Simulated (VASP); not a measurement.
Runs of VASP 6.6.1 on PtSe2. The structure is that of space group P-3m1 (No. 164), or close to it. The cells are those of the table. 

```csv
cell,gap on the mesh (eV),pressure (GPa),largest force (eV/Å)
"a = 3.729, b = 3.729, c = 5.066 Å, angles 90.0, 90.0, 120.0°, 3 atoms",none,5.2,0.22
"a = 3.729, b = 3.729, c = 5.119 Å, angles 90.0, 90.0, 120.0°, 3 atoms",none,4.7,(b)
"a = 3.729, b = 3.729, c = 5.277 Å, angles 90.0, 90.0, 120.0°, 3 atoms",none,3.8,0.17
"a = 3.729, b = 3.729, c = 5.172 Å, angles 90.0, 90.0, 120.0°, 3 atoms",none,4.4,0.19
"a = 3.729, b = 3.729, c = 5.224 Å, angles 90.0, 90.0, 120.0°, 3 atoms",none,(a),(c)
```

Alike in all rows: task single point; level PBE; potentials or basis VASP PAW PBE potentials, release 64 (Pt, Se); no spin polarisation; k mesh 12 × 12 × 6; cutoff (eV) 520; smearing fermi-dirac 0.02 eV.

Question: Fill in the values left out.

Answer: (a) 4.0; (b) 0.20; (c) 0.18.

Caveats: spin-orbit coupling is left out, which moves the levels of the heavy elements.

A k mesh can miss the band edges, and the runs leave out spin-orbit coupling on Pt, Se.

A gap of «none» marks levels without a gap at the run's occupations.
